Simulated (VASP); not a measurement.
Runs of VASP 6.6.1 on Mn. The structure is that of space group P6_3/mmc (No. 194), or close to it. The cells are those of the table. 

```csv
task,cell,k mesh,cutoff (eV),gap on the mesh (eV),pressure (GPa)
single point,"a = 2.465, b = 2.465, c = 3.974 Å, angles 90.0, 90.0, 120.0°, 2 atoms",17 × 17 × 9,520,none,(b)
single point,"a = 2.331, b = 2.331, c = 3.759 Å, angles 90.0, 90.0, 120.0°, 2 atoms",17 × 17 × 9,520,none,56.9
single point,"a = 2.366, b = 2.366, c = 3.815 Å, angles 90.0, 90.0, 120.0°, 2 atoms",17 × 17 × 9,520,none,33.3
single point,"a = 2.433, b = 2.433, c = 3.923 Å, angles 90.0, 90.0, 120.0°, 2 atoms",17 × 17 × 9,520,none,0.5
relaxation of cell and atoms,"relaxed from a = 2.552, b = 2.552, c = 4.167 Å, angles 90.0, 90.0, 120.0°, 2 atoms",14 × 14 × 8,600,none,0.0
single point,"a = 2.400, b = 2.400, c = 3.870 Å, angles 90.0, 90.0, 120.0°, 2 atoms",17 × 17 × 9,520,none,(a)
single point,"a = 2.526, b = 2.526, c = 4.074 Å, angles 90.0, 90.0, 120.0°, 2 atoms",17 × 17 × 9,520,none,-28.9
single point,"a = 2.433, b = 2.433, c = 3.923 Å, angles 90.0, 90.0, 120.0°, 2 atoms",14 × 14 × 8,520,none,0.5
single point,"a = 2.496, b = 2.496, c = 4.025 Å, angles 90.0, 90.0, 120.0°, 2 atoms",17 × 17 × 9,520,none,-21.2
```

Alike in all rows: level LDA; potentials or basis VASP PAW LDA potentials, release 64 (Mn_pv); no spin polarisation; smearing fermi-dirac 0.1 eV.

**Question.** Fill in the values left out.

**Answer.** (a) 15.4; (b) -11.6.

Caveats: the run has no spin polarisation, though such a crystal can be magnetic.

A gap of «none» marks levels without a gap at the run's occupations.
